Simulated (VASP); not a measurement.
# Ni (Fm-3m) in VASP: notebook

Ni is run at these levels: PBE; tasks: single point.

Everything below comes from runs of VASP 6.6.1. Logs are shortened: lines on timing, memory, paths and dates and some standing lists are left out, and cuts for length are marked.

**1. The cell of the first run**

The structure is cubic, space group Fm-3m (No. 225). Conventional cell: a = 3.495 Å, b = 3.495 Å, c = 3.495 Å, α = 90.00°, β = 90.00°, γ = 90.00°. Ni (site symmetry m-3m) has 12 Ni at 2.47 Å within 3.3 Å.

**2. Single point, PBE, collinear spin, ferromagnetic start (10.67 Å³/atom)**

File INCAR:

```
  PREC = Accurate
  ENCUT = 520
  EDIFF = 1E-6
  ISMEAR = 0
  SIGMA = 0.05
  LREAL = False
  LASPH = True
  NELM = 150
  ALGO = Fast
  ISIF = 2
  LWAVE = False
  LCHARG = False
  ISPIN = 2
  MAGMOM = 0.76
  LORBIT = 11
  LMAXMIX = 4
  GGA = PE
  NBANDS = 15
```

File KPOINTS:

```
Automatic mesh
0
Gamma
  22 22 22
```

File POSCAR:

```
Ni
1.0
    0.0000000000      1.7475018169      1.7475018169
    1.7475018169      0.0000000000      1.7475018169
    1.7475018169      1.7475018169      0.0000000000
Ni
1
Direct
    0.0000000000      0.0000000000      0.0000000000
```

Potentials or basis: VASP PAW PBE potentials, release 64 (Ni).

On the command line:

```bash
$ cat potpaw_PBE.64/Ni/POTCAR > POTCAR
$ mpirun -np 1 vasp_std > vasp.out
```

OUTCAR:

```text
PREC = Accurate
   ENCUT = 520
   EDIFF = 1E-6
   ISMEAR = 0
   LREAL = False
   LASPH = True
   NELM = 150
   ISIF = 2
   ISPIN = 2
   LORBIT = 11
   GGA = PE

 ion  position               nearest neighbor table
   1  0.000  0.000  0.000-

  LATTYP: Found a face centered cubic cell.
 ALAT       =     3.4950036338

  Lattice vectors:

 A1 = (   0.0000000000,   1.7475018169,   1.7475018169)
 A2 = (   1.7475018169,   0.0000000000,   1.7475018169)
 A3 = (   1.7475018169,   1.7475018169,   0.0000000000)

Analysis of symmetry for initial positions (statically):
=====================================================================
 Subroutine PRICEL returns:
 Original cell was already a primitive cell.

 Routine SETGRP: Setting up the symmetry group for a
 face centered cubic supercell.

 Subroutine GETGRP returns: Found 48 space group operations
 (whereof 48 operations were pure point group operations)
 out of a pool of 48 trial point group operations.

The static configuration has the point symmetry O_h .

Analysis of symmetry for dynamics (positions and initial velocities):
=====================================================================
 Subroutine PRICEL returns:
 Original cell was already a primitive cell.

 Routine SETGRP: Setting up the symmetry group for a
 face centered cubic supercell.

 Subroutine GETGRP returns: Found 48 space group operations
 (whereof 48 operations were pure point group operations)
 out of a pool of 48 trial point group operations.

The dynamic configuration has the point symmetry O_h .

Analysis of structural, dynamic, and magnetic symmetry:
=====================================================================
 Subroutine PRICEL returns:
 Original cell was already a primitive cell.

 Routine SETGRP: Setting up the symmetry group for a
 face centered cubic supercell.

 Subroutine GETGRP returns: Found 48 space group operations
 (whereof 48 operations were pure point group operations)
 out of a pool of 48 trial point group operations.

The overall configuration has the point symmetry O_h .

 Subroutine INISYM returns: Found 48 space group operations
 (whereof 48 operations are pure point group operations),
 and found     1 'primitive' translations

----------------------------------------------------------------------------------------

                                     Primitive cell

  volume of cell :      10.6729

  direct lattice vectors                    reciprocal lattice vectors
     0.000000000  1.747501817  1.747501817    -0.286122735  0.286122735  0.286122735
     1.747501817  0.000000000  1.747501817     0.286122735 -0.286122735  0.286122735
     1.747501817  1.747501817  0.000000000     0.286122735  0.286122735 -0.286122735

  length of vectors
     2.471340770  2.471340770  2.471340770     0.495579115  0.495579115  0.495579115

  position of ions in fractional coordinates (direct lattice)
     0.000000000  0.000000000  0.000000000

  ion indices of the primitive-cell ions
   primitive index   ion index
                 1           1

----------------------------------------------------------------------------------------

 KPOINTS: Automatic mesh

Automatic generation of k-mesh.
 Grid dimensions read from file:
 generate k-points for:   22   22   22

 Generating k-lattice:

  Cartesian coordinates                     Fractional coordinates (reciprocal lattice)
    -0.013005579  0.013005579  0.013005579     0.045454545  0.000000000  0.000000000
     0.013005579 -0.013005579  0.013005579     0.000000000  0.045454545  0.000000000
     0.013005579  0.013005579 -0.013005579     0.000000000  0.000000000  0.045454545

  Length of vectors
     0.022526323  0.022526323  0.022526323

  Shift w.r.t. Gamma in fractional coordinates (k-lattice)
     0.000000000  0.000000000  0.000000000

 Subroutine IBZKPT returns following result:
 ===========================================

 Found    328 irreducible k-points:

 Following reciprocal coordinates:
            Coordinates               Weight
  0.000000  0.000000  0.000000      1.000000
  0.045455  0.000000  0.000000      8.000000
  0.090909  0.000000  0.000000      8.000000
  0.136364  0.000000  0.000000      8.000000
  0.181818  0.000000  0.000000      8.000000
  0.227273  0.000000  0.000000      8.000000
[... 16 lines left out ...]
  0.500000  0.045455  0.000000     24.000000
 -0.454545  0.045455  0.000000     24.000000
 [... further k-points ...]
   k-points           NKPTS =    328   k-points in BZ     NKDIM =    328   number of bands    NBANDS=     15
   number of dos      NEDOS =    301   number of ions     NIONS =      1
   total plane-waves  NPLWV =   5832
   dimension x,y,z NGX =    18 NGY =   18 NGZ =   18
   dimension x,y,z NGXF=    36 NGYF=   36 NGZF=   36
   ions per type =               1
   NGX,Y,Z   is equivalent  to a cutoff of  12.11, 12.11, 12.11 a.u.
   NGXF,Y,Z  is equivalent  to a cutoff of  24.22, 24.22, 24.22 a.u.
 SYSTEM =  unknown system
   PREC   = accura    normal or accurate (medium, high low for compatibility)
   ISTART =      0    job   : 0-new  1-cont  2-samecut
   ICHARG =      2    charge: 1-file 2-atom 10-const
   ISPIN  =      2    spin polarized calculation?
   LNONCOLLINEAR =      F non collinear calculations
   LSORBIT =      F    spin-orbit coupling
   LASPH  =      T    aspherical Exc in radial PAW
   ENCUT  =  520.0 eV  38.22 Ry    6.18 a.u.   4.60  4.60  4.60*2*pi/ulx,y,z
   NELM   =    150;   NELMIN=  2; NELMDL= -5     # of ELM steps
   EDIFF  = 0.1E-05   stopping-criterion for ELM
   LREAL  =      F    real-space projection
   EDIFFG = 0.1E-04   stopping-criterion for IOM
   NSW    =      0    number of steps for IOM
   IBRION =     -1    ionic relax: 0-MD 1-quasi-New 2-CG
   NFREE  =      0    steps in history (QN), initial steepest desc. (CG)
   ISIF   =      2    stress and relaxation
   ISYM   =      2    0-nonsym 1-usesym 2-fastsym
   POTIM  = 0.5000    time-step for ionic-motion
   TEBEG  =    0.0;   TEEND  =   0.0 temperature during run
   PSTRESS=    0.0 pullay stress
   NELECT =      10.0000    total number of electrons
   NUPDOWN=      -1.0000    fix difference up-down
   EMIN   =  10.00;   EMAX   =-10.00  energy-range for DOS
   EFERMI =   0.00;   METHOD = LEGACY
   ISMEAR =     0;   SIGMA  =   0.05  broadening in eV -4-tet -1-fermi 0-gaus
   EFERMI_NEDOS =   21; number of points for ismear=-14 and -15
   IALGO  =     68    algorithm
   IMIX   =      4    mixing-type and parameters
     AMIX     =   0.40;   BMIX     =  1.00
     AMIX_MAG =   1.60;   BMIX_MAG =  1.00
  volume/ion in A,a.u.               =      10.67        72.02
  Fermi-wavevector in a.u.,A,eV,Ry     =   1.601944  3.027234 34.915584  2.566223
  Thomas-Fermi vector in A             =   2.698842
   LORBIT       =     11    0 simple, 1 ext, 2 COOP (PROOUT), +10 PAW based schemes
   GGA     = PE    functional components
   LHFCALC =     F    Hartree Fock is set to
   AEXX    =    0.0000 exact exchange contribution
   IVDW    =     0    specifies the selected vdW correction
   LEPSILON=     F    determine dielectric tensor
   LRPA    =     F    only Hartree local field effects (RPA)
 spin polarized calculation
 RMM-DIIS sequential band-by-band and
 Gauss-broadening in eV      SIGMA  =   0.05
  energy-cutoff  :      520.00
  volume of cell :       10.67
 maximum number of plane-waves:       302
   NGX =  9   NGY =  9   NGZ =  9

 number of electron      10.0000007 magnetization       0.6434618

 Free energy of the ion-electron system (eV)
  ---------------------------------------------------
  ext. energy  EPLUGINS =         0.00000000
  ---------------------------------------------------
  free energy    TOTEN  =        -5.46901896 eV

  energy without entropy =       -5.46722845  energy(sigma->0) =       -5.46812371

 E-fermi :   9.6621     XC(G=0): -13.3697

 val. band max:        9.6573152416   @ k =   0.4091   0.4091   0.0000
 cond. band min:       9.6627515802   @ k =  -0.4091   0.1818   0.0000
 fundamental gap:      0.0054363386
 Fermi energy:         9.6620936372

 spin component 1

 k-point     1 :       0.0000    0.0000    0.0000
  band No.  band energies     occupation
      1       0.5046      1.00000
      2       7.1522      1.00000
      3       7.1522      1.00000
      4       7.1522      1.00000
      5       8.3652      1.00000
      6       8.3652      1.00000
      7      33.5373      0.00000
      8      37.5483      0.00000
      9      37.5483      0.00000
     10      37.5483      0.00000
     11      40.5478      0.00000
     12      40.5478      0.00000
     13      40.5478      0.00000
     14      43.4727      0.00000
     15      49.9851      0.00000

 k-point     2 :       0.0455    0.0000    0.0000
  band No.  band energies     occupation
      1       0.5867      1.00000
      2       7.1305      1.00000
      3       7.1710      1.00000
      4       7.1710      1.00000
      5       8.3570      1.00000
      6       8.3570      1.00000
      7      33.3125      0.00000
      8      36.3341      0.00000
      9      37.3443      0.00000
     10      37.3443      0.00000
     11      40.8454      0.00000
     12      40.8454      0.00000
     13      41.3593      0.00000
     14      44.1191      0.00000
     15      49.0787      0.00000
[... 365 lines left out ...]
      3       7.2058      1.00000
      4       8.5325      1.00000
      5       9.0389      1.00000
      6       9.8433      0.00000
      7      15.5175      0.00000
      8      31.6395      0.00000
      9      33.9228      0.00000
     10      33.9971      0.00000
     11      38.3315      0.00000
     12      38.4040      0.00000
     13      44.3415      0.00000
     14      55.3830      0.00000
     15      56.7156      0.00000

 k-point    24 :      -0.4545    0.0455    0.0000
  band No.  band energies     occupation
      1       4.7334      1.00000
      2       7.1469      1.00000
      3       7.2067      1.00000
      4       8.5064      1.00000
      5       8.9974      1.00000
      6       9.7671      0.00149
      7      15.7006      0.00000
      8      31.5760      0.00000
      9      33.7628      0.00000
     10      34.3970      0.00000
     11      37.9772      0.00000
     12      38.6804      0.00000
     13      44.3388      0.00000
     14      55.4109      0.00000
     15      56.1332      0.00000

 [... further k-points ...]

 spin component 2

 k-point     1 :       0.0000    0.0000    0.0000
  band No.  band energies     occupation
      1       0.4742      1.00000
      2       7.9258      1.00000
      3       7.9258      1.00000
      4       7.9258      1.00000
      5       8.9639      1.00000
      6       8.9639      1.00000
      7      33.3793      0.00000
      8      37.5304      0.00000
      9      37.5304      0.00000
     10      37.5304      0.00000
     11      40.6581      0.00000
     12      40.6581      0.00000
     13      40.6581      0.00000
     14      43.3525      0.00000
     15      50.1988      0.00000

 k-point     2 :       0.0455    0.0000    0.0000
  band No.  band energies     occupation
      1       0.5565      1.00000
      2       7.9012      1.00000
      3       7.9455      1.00000
      4       7.9455      1.00000
      5       8.9551      1.00000
      6       8.9551      1.00000
      7      33.1795      0.00000
      8      36.3314      0.00000
      9      37.3439      0.00000
     10      37.3439      0.00000
     11      40.9355      0.00000
     12      40.9355      0.00000
     13      41.4025      0.00000
     14      44.0328      0.00000
     15      49.2647      0.00000
[... 365 lines left out ...]
      3       7.8379      1.00000
      4       8.8840      1.00000
      5       9.8152      0.00001
      6      10.2301      0.00000
      7      15.9477      0.00000
      8      31.5286      0.00000
      9      34.0102      0.00000
     10      34.0792      0.00000
     11      38.3827      0.00000
     12      38.4386      0.00000
     13      44.4753      0.00000
     14      55.4921      0.00000
     15      56.7967      0.00000

 k-point    24 :      -0.4545    0.0455    0.0000
  band No.  band energies     occupation
      1       5.1710      1.00000
      2       7.7662      1.00000
      3       7.8380      1.00000
      4       8.8293      1.00000
      5       9.7724      0.00090
      6      10.2049      0.00000
      7      16.1150      0.00000
      8      31.4782      0.00000
      9      33.8290      0.00000
     10      34.4859      0.00000
     11      38.0295      0.00000
     12      38.7160      0.00000
     13      44.4697      0.00000
     14      55.4894      0.00000
     15      56.2613      0.00000

 [... further k-points ...]
[... 5 lines left out ...]
  --------------------------------------------------------------------------------------
  -------------------------------------------------------------------------------------
  Total        0.2696835      0.2696835      0.2696835     -0.0000000     -0.0000000     -0.0000000
  in kB       40.4838755     40.4838755     40.4838755     -0.0000000     -0.0000000     -0.0000000
  external PRESSURE =      40.4838755 kB  Pullay stress =       0.0000000 kB

 VOLUME and BASIS-vectors are now :
 -----------------------------------------------------------------------------
  energy-cutoff  :      520.00
  volume of cell :       10.67
      direct lattice vectors                 reciprocal lattice vectors
     0.000000000  1.747501817  1.747501817    -0.286122735  0.286122735  0.286122735
     1.747501817  0.000000000  1.747501817     0.286122735 -0.286122735  0.286122735
     1.747501817  1.747501817  0.000000000     0.286122735  0.286122735 -0.286122735

 POSITION                                       TOTAL-FORCE (eV/Angst)
 -----------------------------------------------------------------------------------
      0.00000      0.00000      0.00000        -0.000000      0.000000     -0.000000
 -----------------------------------------------------------------------------------
    total drift:                                0.000000     -0.000000     -0.000000

  FREE ENERGIE OF THE ION-ELECTRON SYSTEM (eV)
  ---------------------------------------------------
  free  energy   TOTEN  =        -5.4690189633 eV

  energy  without entropy=       -5.4672284520  energy(sigma->0) =       -5.46812371

 total charge

# of ion       s       p       d       tot
------------------------------------------
    1        0.507   0.516   8.322   9.344

 magnetization (x)

# of ion       s       p       d       tot
------------------------------------------
    1       -0.006  -0.025   0.684   0.654
```

Wall time 1.7 min (1 thread of Intel Xeon 8259CL, shared host); peak memory 0.19 GiB.

Results:

- Free energy: -5.4690 eV
- Pressure: 4.0 GPa
- Net moment: 0.64 μB per cell
- Site moments: Ni +0.65 μB
- Valence electrons inside the program's atomic spheres: Ni 9.34

Caveat: the cell stands under pressure.

**3. Single point, PBE, collinear spin, ferromagnetic start (10.89 Å³/atom)**

This run uses another cell than the first one, of 10.89 Å³/atom.

File INCAR:

```
SYSTEM = Ni
PREC = Accurate
ENCUT = 520
EDIFF = 1E-6
ISMEAR = 0
SIGMA = 0.05
LREAL = .False.
LASPH = .True.
NELM = 150
ALGO = Normal
ISIF = 2
LWAVE = .False.
LCHARG = .True.
ISPIN = 2
MAGMOM = 0.76
LORBIT = 11
LMAXMIX = 4
GGA = PE
LELF = .True.
LVHAR = .True.
NBANDS = 15
```

File KPOINTS:

```
regular mesh
0
Gamma
  22 22 22
  0 0 0
```

File POSCAR:

```
Ni
1.0
    0.0000000000      1.7593096198      1.7593096198
    1.7593096198      0.0000000000      1.7593096198
    1.7593096198      1.7593096198      0.0000000000
Ni
1
Direct
    0.0000000000      0.0000000000      0.0000000000
```

Potentials or basis: VASP PAW PBE potentials, release 64 (Ni).

On the command line:

```bash
$ cat potpaw_PBE.64/Ni/POTCAR > POTCAR
$ mpirun -np 1 vasp_std > vasp.out
```

Wall time 1.9 min (1 thread of Intel Xeon 8259CL, shared host); peak memory 0.2 GiB.

Results (log left out):

| Property | Result |
| --- | --- |
| Free energy | -5.4718 eV |
| Pressure | 0.0 GPa |
| Net moment | 0.64 μB per cell |
| Site moments | Ni +0.66 μB |
| Valence electrons inside the program's atomic spheres | Ni 9.31 |

Levels at points of the mesh, in eV from the Fermi level:
Spin up:
```
           k point  band 3  band 4  band 5  band 6  band 7  band 8
(0.00, 0.00, 0.00)   -2.46   -2.46   -1.28   -1.28   23.70   27.56
(0.50, 0.00, 0.00)   -2.44   -0.63   -0.63   -0.30    5.63   22.20
(0.50, 0.50, 0.00)   -0.57   -0.50   -0.50    2.43    9.19   14.80
```
Spin down:
| k point | band 2 | band 3 | band 4 | band 5 | band 6 | band 7 | band 8 | band 9 |
| --- | --- | --- | --- | --- | --- | --- | --- | --- |
| (0.00, 0.00, 0.00) | -1.68 | -1.68 | -1.68 | -0.68 | -0.68 | 23.54 | 27.54 | 27.54 |
| (0.50, 0.00, 0.00) | -1.80 | -1.80 | -0.36 | 0.15 | 0.15 | 6.07 | 22.05 | 24.73 |
| (0.50, 0.50, 0.00) | -3.58 | 0.05 | 0.38 | 0.38 | 2.40 | 9.44 | 14.81 | 14.81 |
